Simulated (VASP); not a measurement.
Write the native input for VASP 6.6.1 that does the following.

* Task: single point
* Functional: PBE
* Potentials or basis: VASP PAW PBE potentials, release 64 (Ru_pv)
* Cutoff: 520 eV
* k mesh: 12 × 12 × 6
* Occupations: fermi-dirac, width 0.02 eV
* Spin: no spin polarisation
* Dipole correction: no
* Further INCAR settings: ALGO = Normal; EDIFF = 1e-06; NBANDS = 21

The structure of Ru lies in POSCAR:

```
Ru
1.0
    2.7178971652      0.0000000000      0.0000000000
   -1.3589485826      2.3537679899      0.0000000000
    0.0000000000      0.0000000000      4.3011079785
Ru
2
Direct
    0.3333333333      0.6666666667      0.2500000000
    0.6666666667      0.3333333333      0.7500000000
```

These files were run (other wordings do the same):

INCAR

```
SYSTEM = Ru
ALGO     = Normal         ! electronic algorithm
EDIFF    = 1E-6           ! SCF threshold, eV
ENCUT    = 520            ! plane-wave cutoff, eV
GGA      = PE             ! functional
ISIF     = 2              ! what is computed and relaxed
ISMEAR   = -1             ! smearing method
LASPH    = .True.         ! aspherical terms in the spheres
LCHARG   = .False.        ! write CHGCAR
LREAL    = .False.        ! projectors in reciprocal space
LWAVE    = .False.        ! write WAVECAR
NBANDS   = 21             ! bands
NELM     = 60             ! most SCF steps
PREC     = Accurate       ! precision mode
SIGMA    = 0.02           ! smearing width, eV
```

KPOINTS

```
k-points
0
Gamma
  12 12 6
  0 0 0
```

Potentials or basis: VASP PAW PBE potentials, release 64 (Ru_pv).

Run with:

```sh
$ cat potpaw_PBE.64/Ru_pv/POTCAR > POTCAR
$ mpirun -np 1 vasp_std > vasp.out
```

Results of the run:

The pressure is -0.1 GPa. The band gap on the k mesh is zero (bands 14 and 15 overlap by 3.08 eV).

Run time: 37 s on 1 thread of Intel Xeon 8259CL (shared host), peak memory 0.16 GiB.
